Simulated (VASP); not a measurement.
# YN2 (P6/mmm) in VASP: notebook

The runs below take YN2 through relaxation of shape and atoms at fixed volume, with PBEsol.

Program: VASP 6.6.1. These are calculated values, not measurements. Logs are shortened: lines on timing, memory, paths and dates and some standing lists are left out, and cuts for length are marked.

### Step 1. The cell of the first run

It takes space group P6/mmm (No. 191, hexagonal). The conventional cell has a = 3.428 Å, b = 3.428 Å, c = 3.164 Å, α = 90.00°, β = 90.00°, γ = 120.00°. Within 3.5 Å of Y (site symmetry 6/mmm) lie 12 N at 2.53 Å and 8 Y at 3.16 to 3.43 Å. N (site symmetry -6m2) has 3 N at 1.98 Å and 6 Y at 2.53 Å within 2.6 Å.

### Step 2. Relaxation of shape and atoms at fixed volume, PBEsol (10.73 Å³/atom)

The input, INCAR:

```
SYSTEM = YN2
ALGO = Normal
EDIFF = 1E-6
EDIFFG = -0.01
ENCUT = 600
GGA = PS
IBRION = 2
ISIF = 4
ISMEAR = 0
LASPH = .True.
LCHARG = .False.
LREAL = .False.
LWAVE = .False.
NELM = 100
NSW = 60
PREC = Accurate
SIGMA = 0.05
```

The input, KPOINTS:

```
k-points
0
Gamma
  10 10 10
  0 0 0
```

The input, POSCAR:

```
YN2
1.0
    3.4277014205      0.0000000000      0.0000000000
   -1.7138507103      2.9684765068      0.0000000000
    0.0000000000      0.0000000000      3.1640264235
Y N
1 2
Direct
    0.0000000000      0.0000000000      0.0000000000
    0.3333333333      0.6666666667      0.5000000000
    0.6666666667      0.3333333333      0.5000000000
```

Potentials or basis: VASP PAW PBE potentials, release 64 (Y_sv, N).

Run with:

```console
$ cat potpaw_PBE.64/Y_sv/POTCAR potpaw_PBE.64/N/POTCAR > POTCAR
$ mpirun -np 1 vasp_std > vasp.out
```

OUTCAR:

```text
SYSTEM = YN2
   EDIFF = 1E-6
   EDIFFG = -0.01
   ENCUT = 600
   GGA = PS
   IBRION = 2
   ISIF = 4
   ISMEAR = 0
   LASPH = .True.
   LREAL = .False.
   NELM = 100
   NSW = 60
   PREC = Accurate

 ion  position               nearest neighbor table
   1  0.000  0.000  0.000-   2 2.53   3 2.53   2 2.53   3 2.53   3 2.53   3 2.53   2 2.53   2 2.53
                             3 2.53   3 2.53   2 2.53   2 2.53
   2  0.333  0.667  0.500-   1 2.53   1 2.53   1 2.53   1 2.53   1 2.53   1 2.53
   3  0.667  0.333  0.500-   1 2.53   1 2.53   1 2.53   1 2.53   1 2.53   1 2.53

  LATTYP: Found a hexagonal cell.
 ALAT       =     3.4277014205
 C/A-ratio  =     0.9230752727

  Lattice vectors:

 A1 = (   3.4277014205,   0.0000000000,   0.0000000000)
 A2 = (  -1.7138507103,   2.9684765068,   0.0000000000)
 A3 = (   0.0000000000,   0.0000000000,   3.1640264235)

Analysis of symmetry for initial positions (statically):
=====================================================================
 Subroutine PRICEL returns:
 Original cell was already a primitive cell.

 Routine SETGRP: Setting up the symmetry group for a
 hexagonal supercell.

 Subroutine GETGRP returns: Found 24 space group operations
 (whereof 24 operations were pure point group operations)
 out of a pool of 24 trial point group operations.

The static configuration has the point symmetry D_6h.

Analysis of symmetry for dynamics (positions and initial velocities):
=====================================================================
 Subroutine PRICEL returns:
 Original cell was already a primitive cell.

 Routine SETGRP: Setting up the symmetry group for a
 hexagonal supercell.

 Subroutine GETGRP returns: Found 24 space group operations
 (whereof 24 operations were pure point group operations)
 out of a pool of 24 trial point group operations.

The dynamic configuration has the point symmetry D_6h.

 Subroutine INISYM returns: Found 24 space group operations
 (whereof 24 operations are pure point group operations),
 and found     1 'primitive' translations

----------------------------------------------------------------------------------------

                                     Primitive cell

  volume of cell :      32.1941

  direct lattice vectors                    reciprocal lattice vectors
     3.427701421  0.000000000  0.000000000     0.291740697  0.168436570  0.000000000
    -1.713850710  2.968476507  0.000000000     0.000000000  0.336873139  0.000000000
     0.000000000  0.000000000  3.164026424     0.000000000  0.000000000  0.316052986

  length of vectors
     3.427701421  3.427701421  3.164026424     0.336873139  0.336873139  0.316052986
[... 100 lines left out ...]
   IALGO  =     38    algorithm
   IMIX   =      4    mixing-type and parameters
     AMIX     =   0.40;   BMIX     =  1.00
     AMIX_MAG =   1.60;   BMIX_MAG =  1.00
  volume/ion in A,a.u.               =      10.73        72.42
  Fermi-wavevector in a.u.,A,eV,Ry     =   1.419784  2.683003 27.426452  2.015787
  Thomas-Fermi vector in A             =   2.540768
   LORBIT       =      0    0 simple, 1 ext, 2 COOP (PROOUT), +10 PAW based schemes
   GGA     = PS    functional components
   LHFCALC =     F    Hartree Fock is set to
   AEXX    =    0.0000 exact exchange contribution
   IVDW    =     0    specifies the selected vdW correction
   LEPSILON=     F    determine dielectric tensor
   LRPA    =     F    only Hartree local field effects (RPA)
 conjugate gradient relaxation of ions
 non-spin polarized calculation
 Gauss-broadening in eV      SIGMA  =   0.05
  energy-cutoff  :      600.00
  volume of cell :       32.19
 maximum number of plane-waves:      1105
 NGX is ok and might be reduce to    28
   NGX = 13   NGY = 13   NGZ = 13

 number of electron      21.0000000 magnetization

 Free energy of the ion-electron system (eV)
  ---------------------------------------------------
  ext. energy  EPLUGINS =         0.00000000
  ---------------------------------------------------
  free energy    TOTEN  =       -23.97306760 eV

  energy without entropy =      -23.97041404  energy(sigma->0) =      -23.97174082

 E-fermi :   6.5133     XC(G=0): -12.4513

 val. band max:        6.5114964633   @ k =   0.2000   0.1000   0.3000
 cond. band min:       6.5137296975   @ k =   0.2000   0.0000   0.3000
 fundamental gap:      0.0022332342
 Fermi energy:         6.5132616170

 k-point     1 :       0.0000    0.0000    0.0000
  band No.  band energies     occupation
      1     -35.3227      2.00000
      2     -15.0756      2.00000
      3     -15.0756      2.00000
      4     -15.0494      2.00000
      5     -11.2216      2.00000
      6      -3.1841      2.00000
      7       0.7991      2.00000
      8       0.7991      2.00000
      9       3.1032      2.00000
     10       5.7901      2.00000
     11       7.0491      0.00000
     12       7.0491      0.00000
     13       7.2972      0.00000
     14      11.8215      0.00000
[... 377 lines left out ...]
      1     -35.2142      2.00000
      2     -16.1732      2.00000
      3     -15.3472      2.00000
      4     -15.0223      2.00000
      5      -8.4138      2.00000
      6      -7.2403      2.00000
      7       0.0908      2.00000
      8       2.7389      2.00000
      9       3.0033      2.00000
     10       4.7924      2.00000
     11       7.3787      0.00000
     12       8.9331      0.00000
     13       9.3879      0.00000
     14      11.1393      0.00000

 [... further k-points ...]

------------------------ aborting loop because EDIFF is reached ----------------------------------------

  FORCE on cell =-STRESS in cart. coord.  units (eV):
  Direction    XX          YY          ZZ          XY          YZ          ZX
  --------------------------------------------------------------------------------------
  -------------------------------------------------------------------------------------
  Total        0.7160858      0.7160858      0.7182194     -0.0000000      0.0000000      0.0000000
  in kB       35.6368214     35.6368214     35.7430012     -0.0000000      0.0000000      0.0000000
  external PRESSURE =      35.6722147 kB  Pullay stress =       0.0000000 kB

 VOLUME and BASIS-vectors are now :
 -----------------------------------------------------------------------------
  energy-cutoff  :      600.00
  volume of cell :       32.19
      direct lattice vectors                 reciprocal lattice vectors
     3.427701421  0.000000000  0.000000000     0.291740697  0.168436570  0.000000000
    -1.713850710  2.968476507  0.000000000     0.000000000  0.336873139  0.000000000
     0.000000000  0.000000000  3.164026424     0.000000000  0.000000000  0.316052986

 POSITION                                       TOTAL-FORCE (eV/Angst)
 -----------------------------------------------------------------------------------
      0.00000      0.00000      0.00000         0.000000      0.000000      0.000000
     -0.00000      1.97898      1.58201        -0.000000      0.000000      0.000000
      1.71385      0.98949      1.58201         0.000000      0.000000     -0.000000
 -----------------------------------------------------------------------------------
    total drift:                               -0.000000      0.000000     -0.000000

  FREE ENERGIE OF THE ION-ELECTRON SYSTEM (eV)
  ---------------------------------------------------
  free  energy   TOTEN  =       -23.9730676047 eV

  energy  without entropy=      -23.9704140388  energy(sigma->0) =      -23.97174082

 reached required accuracy - stopping structural energy minimisation
```

CONTCAR:

```text
YN2
   1.00000000000000
     3.4277014205000000    0.0000000000000000    0.0000000000000000
    -1.7138507103000000    2.9684765068000001    0.0000000000000000
     0.0000000000000000    0.0000000000000000    3.1640264235000002
  Y               N
     1     2
Direct
     0.0000000000000000    0.0000000000000000    0.0000000000000000
     0.3333333332999970    0.6666666667000030    0.5000000000000000
     0.6666666667000030    0.3333333332999970    0.5000000000000000

  0.00000000E+00  0.00000000E+00  0.00000000E+00
  0.00000000E+00  0.00000000E+00  0.00000000E+00
  0.00000000E+00  0.00000000E+00  0.00000000E+00
```

Run time: 77 s. Hardware: 1 thread of Intel Xeon 8259CL, shared host; peak memory 0.21 GiB.

What came out:

| Quantity | Value |
| --- | --- |
| Free energy | -23.9731 eV |
| Pressure after relaxing | 3.6 GPa |
| Band gap on the k mesh | zero (an odd number of electrons rules out a gap without spin polarisation) |

Final structure:
```
Y N
1.0
     3.42770    0.00000    0.00000
    -1.71385    2.96848    0.00000
     0.00000    0.00000    3.16403
Y N
1 2
Direct
  0.00000 0.00000 0.00000
  0.33333 0.66667 0.50000
  0.66667 0.33333 0.50000
```

Levels at points of the mesh, in eV from the Fermi level:
| k point | band 6 | band 7 | band 8 | band 9 | band 10 | band 11 | band 12 | band 13 | band 14 |
| --- | --- | --- | --- | --- | --- | --- | --- | --- | --- |
| (0.00, 0.00, 0.00) | -9.70 | -5.71 | -5.71 | -3.41 | -0.72 | 0.54 | 0.54 | 0.78 | 5.31 |
| (0.50, 0.00, 0.00) | -14.08 | -5.76 | -4.42 | -3.82 | -1.12 | 1.83 | 1.95 | 2.05 | 4.48 |
| (0.00, 0.00, 0.50) | -9.31 | -7.12 | -4.88 | -4.88 | -1.79 | -1.79 | -0.77 | 2.43 | 2.43 |
| (0.50, 0.00, 0.50) | -13.07 | -6.90 | -4.72 | -3.71 | -2.60 | 1.70 | 2.92 | 6.37 | 6.62 |

Caveat: the relaxation stopped at its first step, so nothing moved; the PAW data sets were made with another functional, which shifts forces and pressure a little.

[end of part 1 of 3]
